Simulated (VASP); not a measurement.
# BN (Fm-3m) in VASP: a series of runs

The runs below take BN through G0W0 quasiparticle levels, with LDA, PBE.

All numbers are computed with VASP 6.6.1; they aren't measurements. Logs are shortened: lines on timing, memory, paths and dates and some standing lists are left out, and cuts for length are marked.

### 1 The cell of the first run

It takes space group Fm-3m (No. 225, cubic). Conventional cell: a = 3.492 Å, b = 3.492 Å, c = 3.492 Å, α = 90.00°, β = 90.00°, γ = 90.00°. B (site symmetry m-3m) has 6 N at 1.75 Å within 2.3 Å. N (site symmetry m-3m) has 6 B at 1.75 Å within 2.3 Å.

### 2 G0W0 quasiparticle levels, LDA

The input, POSCAR:

```
BN
1.0
    0.0000000000      1.7458259350      1.7458259350
    1.7458259350      0.0000000000      1.7458259350
    1.7458259350      1.7458259350      0.0000000000
B N
1 1
Direct
    0.0000000000      0.0000000000      0.0000000000
    0.5000000000      0.5000000000      0.5000000000
```

The input, INCAR.step1:

```
  ALGO = Normal
  EDIFF = 1E-8
  ENCUT = 500
  GGA = CA
  ISMEAR = 0
  LASPH = T
  LCHARG = F
  LREAL = F
  LWAVE = T
  NELM = 60
  PREC = Accurate
  SIGMA = 0.01
```

The input, INCAR.step2:

```
  ALGO = Exact
  EDIFF = 1E-8
  ENCUT = 500
  GGA = CA
  ISMEAR = 0
  ISTART = 1
  LASPH = T
  LCHARG = F
  LOPTICS = T
  LREAL = F
  LWAVE = T
  NBANDS = 64
  NELM = 1
  PREC = Accurate
  SIGMA = 0.01
```

The input, INCAR.step3:

```
  ALGO = EVGW0
  EDIFF = 1E-8
  ENCUT = 500
  ENCUTGW = 80.0
  GGA = CA
  ISMEAR = 0
  ISTART = 1
  LASPH = T
  LCHARG = F
  LREAL = F
  LWAVE = F
  NBANDS = 64
  NBANDSGW = 12
  NELMGW = 1
  NOMEGA = 48
  PREC = Accurate
  PRECFOCK = Fast
  SIGMA = 0.01
```

The input, KPOINTS:

```
k-points
0
Gamma
  4 4 4
```

Potentials or basis: VASP PAW LDA potentials, release 64 (B_GW, N_GW).

Launch:

```bash
cat potpaw_LDA.64/B_GW/POTCAR potpaw_LDA.64/N_GW/POTCAR > POTCAR
cp INCAR.step1 INCAR
mpirun -np 1 vasp_std > vasp.out
cp INCAR.step2 INCAR
mpirun -np 1 vasp_std > vasp.out
cp INCAR.step3 INCAR
mpirun -np 1 vasp_std > vasp.out
```

OUTCAR:

```text
EDIFF = 1E-8
   ENCUT = 500
   ENCUTGW = 80.0
   GGA = CA
   ISMEAR = 0
   ISTART = 1
   LASPH = T
   LREAL = F
   NELMGW = 1
   PREC = Accurate
   PRECFOCK = Fast

 ion  position               nearest neighbor table
   1  0.000  0.000  0.000-   2 1.75   2 1.75   2 1.75   2 1.75   2 1.75   2 1.75
   2  0.500  0.500  0.500-   1 1.75   1 1.75   1 1.75   1 1.75   1 1.75   1 1.75

  LATTYP: Found a face centered cubic cell.
 ALAT       =     3.4916518700

  Lattice vectors:

 A1 = (   0.0000000000,   1.7458259350,   1.7458259350)
 A2 = (   1.7458259350,   0.0000000000,   1.7458259350)
 A3 = (   1.7458259350,   1.7458259350,   0.0000000000)

Analysis of symmetry for initial positions (statically):
=====================================================================
 Subroutine PRICEL returns:
 Original cell was already a primitive cell.

 Routine SETGRP: Setting up the symmetry group for a
 face centered cubic supercell.

 Subroutine GETGRP returns: Found 48 space group operations
 (whereof 48 operations were pure point group operations)
 out of a pool of 48 trial point group operations.

The static configuration has the point symmetry O_h .

Analysis of symmetry for dynamics (positions and initial velocities):
=====================================================================
 Subroutine PRICEL returns:
 Original cell was already a primitive cell.

 Routine SETGRP: Setting up the symmetry group for a
 face centered cubic supercell.

 Subroutine GETGRP returns: Found 48 space group operations
 (whereof 48 operations were pure point group operations)
 out of a pool of 48 trial point group operations.

The dynamic configuration has the point symmetry O_h .

 Subroutine INISYM returns: Found 48 space group operations
 (whereof 48 operations are pure point group operations),
 and found     1 'primitive' translations

----------------------------------------------------------------------------------------

                                     Primitive cell

  volume of cell :      10.6422

  direct lattice vectors                    reciprocal lattice vectors
     0.000000000  1.745825935  1.745825935    -0.286397395  0.286397395  0.286397395
     1.745825935  0.000000000  1.745825935     0.286397395 -0.286397395  0.286397395
     1.745825935  1.745825935  0.000000000     0.286397395  0.286397395 -0.286397395

  length of vectors
     2.468970715  2.468970715  2.468970715     0.496054839  0.496054839  0.496054839

  position of ions in fractional coordinates (direct lattice)
     0.000000000  0.000000000  0.000000000
     0.500000000  0.500000000  0.500000000

  ion indices of the primitive-cell ions
   primitive index   ion index
                 1           1
                 2           2

----------------------------------------------------------------------------------------

 KPOINTS: k-points

Automatic generation of k-mesh.
 Grid dimensions read from file:
 generate k-points for:    4    4    4

 Generating k-lattice:

  Cartesian coordinates                     Fractional coordinates (reciprocal lattice)
    -0.071599349  0.071599349  0.071599349     0.250000000  0.000000000  0.000000000
     0.071599349 -0.071599349  0.071599349     0.000000000  0.250000000  0.000000000
     0.071599349  0.071599349 -0.071599349     0.000000000  0.000000000  0.250000000

  Length of vectors
     0.124013710  0.124013710  0.124013710

  Shift w.r.t. Gamma in fractional coordinates (k-lattice)
     0.000000000  0.000000000  0.000000000

 Subroutine IBZKPT returns following result:
 ===========================================

 Found      8 irreducible k-points:

 Following reciprocal coordinates:
            Coordinates               Weight
  0.000000  0.000000  0.000000      1.000000
  0.250000  0.000000  0.000000      8.000000
  0.500000  0.000000  0.000000      4.000000
  0.250000  0.250000  0.000000      6.000000
  0.500000  0.250000  0.000000     24.000000
 -0.250000  0.250000  0.000000     12.000000
  0.500000  0.500000  0.000000      3.000000
 -0.250000  0.500000  0.250000      6.000000
   k-points           NKPTS =      8   k-points in BZ     NKDIM =     64   number of bands    NBANDS=     64
   number of dos      NEDOS =    301   number of ions     NIONS =      2
   total plane-waves  NPLWV =   5832
   dimension x,y,z NGX =    18 NGY =   18 NGZ =   18
   dimension x,y,z NGXF=    36 NGYF=   36 NGZF=   36
   ions per type =               1   1
   NGX,Y,Z   is equivalent  to a cutoff of  12.12, 12.12, 12.12 a.u.
   NGXF,Y,Z  is equivalent  to a cutoff of  24.24, 24.24, 24.24 a.u.
 SYSTEM =  unknown system
   PREC   = accura    normal or accurate (medium, high low for compatibility)
   ISTART =      1    job   : 0-new  1-cont  2-samecut
   ICHARG =      0    charge: 1-file 2-atom 10-const
   ISPIN  =      1    spin polarized calculation?
   LNONCOLLINEAR =      F non collinear calculations
   LSORBIT =      F    spin-orbit coupling
   LASPH  =      T    aspherical Exc in radial PAW
   ENCUT  =  500.0 eV  36.75 Ry    6.06 a.u.   4.50  4.50  4.50*2*pi/ulx,y,z
   NELM   =     60;   NELMIN=  2; NELMDL=  0     # of ELM steps
   EDIFF  = 0.1E-07   stopping-criterion for ELM
   LREAL  =      F    real-space projection
   EDIFFG = 0.1E-06   stopping-criterion for IOM
   NSW    =      0    number of steps for IOM
   IBRION =     -1    ionic relax: 0-MD 1-quasi-New 2-CG
   NFREE  =      0    steps in history (QN), initial steepest desc. (CG)
   ISIF   =      0    stress and relaxation
   ISYM   =      3    0-nonsym 1-usesym 2-fastsym
   POTIM  = 0.5000    time-step for ionic-motion
   TEBEG  =    0.0;   TEEND  =   0.0 temperature during run
   PSTRESS=    0.0 pullay stress
   NELECT =       8.0000    total number of electrons
   NUPDOWN=      -1.0000    fix difference up-down
   EMIN   =  10.00;   EMAX   =-10.00  energy-range for DOS
   EFERMI =   0.00;   METHOD = LEGACY
   ISMEAR =     0;   SIGMA  =   0.01  broadening in eV -4-tet -1-fermi 0-gaus
   EFERMI_NEDOS =   21; number of points for ismear=-14 and -15
   IALGO  =     38    algorithm
   IMIX   =      4    mixing-type and parameters
     AMIX     =   0.40;   BMIX     =  1.00
     AMIX_MAG =   1.60;   BMIX_MAG =  1.00
  volume/ion in A,a.u.               =       5.32        35.91
  Fermi-wavevector in a.u.,A,eV,Ry     =   1.488540  2.812933 30.147133  2.215752
  Thomas-Fermi vector in A             =   2.601562
   LORBIT       =      0    0 simple, 1 ext, 2 COOP (PROOUT), +10 PAW based schemes
   GGA     = CA    functional components
   LHFCALC =     T    Hartree Fock is set to
   PRECFOCK=fast      Normal, Fast or Accurate (Low or Medium for compatibility)
   ENCUT4O =  -1.0   cutoff for four orbital integrals eV
   NKREDX  =     1    reduce k-point grid by
   NKREDY  =     1    reduce k-point grid by
   NKREDZ  =     1    reduce k-point grid by
   AEXX    =    1.0000 exact exchange contribution
   HFSCREEN=    0.0000 screening length (either q_TF or 0.3 A-1)
   HFSCREENC=   0.0000 screening length for correlation (either q_TF or 0.3 A-1)
   ENCUTFOCK=  -1.0 apply spherical cutoff to Coloumb kernel
   IVDW    =     0    specifies the selected vdW correction
   LEPSILON=     F    determine dielectric tensor
   LRPA    =     F    only Hartree local field effects (RPA)
   LRPAFORCE           =     F    calculate RPA forces
   ENCUTGW             =  80.0    cutoff for response function in eV
   ENCUTGWSOFT         =  64.0    soft cutoff for Coulomb kernel in GW response function in eV
   ENCUTLF             =  -1.0    cutoff for local field effects
   NELMGW              =     1    number of iterations in solving QP/BSE equation
   NELMHF              =     1    number of iterations in the inner HF iteration
   NKREDLFX            =     1    NKREDLFY  =   1   NKREDLFZ  =   1
 non-spin polarized calculation
 Gauss-broadening in eV      SIGMA  =   0.01
  energy-cutoff  :      500.00
  volume of cell :       10.64
 maximum number of plane-waves:       290
 NGX is ok and might be reduce to    18
  NGX = 10; NGY = 10; NGZ = 10
   NGX =  9   NGY =  9   NGZ =  9
 maximum number of plane-waves:        22
 NGX is ok and might be reduce to    10

 QP shifts <psi_nk| G(iteration)W_0 |psi_nk>: iteration 1
 for sc-GW calculations column KS-energies equals QP-energies in previous step
 and V_xc(KS)=  KS-energies - (<T + V_ion + V_H > + <T+V_H+V_ion>^1  + <V_x>^1)

 k-point   1 :       0.0000    0.0000    0.0000
  band No.  KS-energies  QP-energies   sigma(KS)   V_xc(KS)     V^pw_x(r,r')   Z            occupation Imag(sigma)

      1     -11.7957     -13.0133     -16.9203     -15.3362     -26.3159       0.7686       2.0000       1.9255
      2       9.6782       9.8759     -17.5779     -17.8252     -21.1097       0.7997       2.0000       0.1455
      3       9.6782       9.8759     -17.5779     -17.8252     -21.1097       0.7997       2.0000       0.1455
      4       9.6782       9.8759     -17.5779     -17.8252     -21.1097       0.7997       2.0000       0.1455
      5      20.0478      20.8171     -15.9118     -16.8972      -9.3334       0.7806       0.0000      -0.2591
      6      22.4150      23.8792     -13.3246     -15.2438      -5.6626       0.7629       0.0000      -0.4020
      7      22.4150      23.8792     -13.3246     -15.2438      -5.6626       0.7629       0.0000      -0.4020
      8      22.4150      23.8792     -13.3246     -15.2438      -5.6626       0.7629       0.0000      -0.4020
      9      29.0988      29.8652     -12.1834     -13.1051      -5.8856       0.8315       0.0000      -0.3486
     10      29.0988      29.8652     -12.1834     -13.1051      -5.8856       0.8315       0.0000      -0.3486
     11      29.0988      29.8652     -12.1834     -13.1051      -5.8856       0.8315       0.0000      -0.3486
     12      34.5013      35.1198     -10.5996     -11.3653      -2.9796       0.8077       0.0000      -0.5540

 k-point   2 :       0.2500    0.0000    0.0000
  band No.  KS-energies  QP-energies   sigma(KS)   V_xc(KS)     V^pw_x(r,r')   Z            occupation Imag(sigma)
[... 97 lines left out ...]
      1      -3.4665      -4.3658     -18.6006     -17.4340     -26.4505       0.7709       2.0000       0.9266
      2       1.0029       0.6681     -15.6902     -15.2540     -20.8935       0.7677       2.0000       0.3922
      3       1.0029       0.6681     -15.6902     -15.2540     -20.8935       0.7677       2.0000       0.3922
      4       3.6321       3.2412     -15.9342     -15.4345     -20.1976       0.7822       2.0000       0.2509
      5      17.7449      18.8945     -15.3448     -16.7986      -9.9581       0.7907       0.0000      -0.1760
      6      18.2477      19.4225     -13.1412     -14.6288      -6.7791       0.7897       0.0000      -0.1971
      7      24.8327      26.5640     -15.1642     -17.4120      -7.9105       0.7702       0.0000      -0.3836
      8      24.8327      26.5640     -15.1642     -17.4120      -7.9105       0.7702       0.0000      -0.3836
      9      30.1489      31.1136     -11.9424     -13.1433      -4.2904       0.8034       0.0000      -0.7179
     10      30.1489      31.1136     -11.9424     -13.1433      -4.2904       0.8034       0.0000      -0.7179
     11      50.1368      51.9621     -13.0121     -15.0454      -4.8236       0.8977       0.0000      -2.5954
     12      50.9107      52.4920     -11.7681     -13.6374      -3.2200       0.8459       0.0000      -2.1044
```

It took 12 s on 1 thread of Intel Xeon 8259CL, shared host; peak memory 0.13 GiB.

What came out:

```yaml
Band_gap_on_the_k_mesh_mean-field_level: 1.96 eV, indirect (least direct gap 5.62 eV)
Quasiparticle_gap: 2.21 eV
Least_direct_quasiparticle_gap: 6.53 eV
```

Caveat: the k points lie up to 0.78 Å⁻¹ apart; bands, screening cutoff and mesh are small and nothing is extrapolated, so the quasiparticle values aren't converged. A k mesh can miss the band edges.

(Continued in part 2 of 2.)
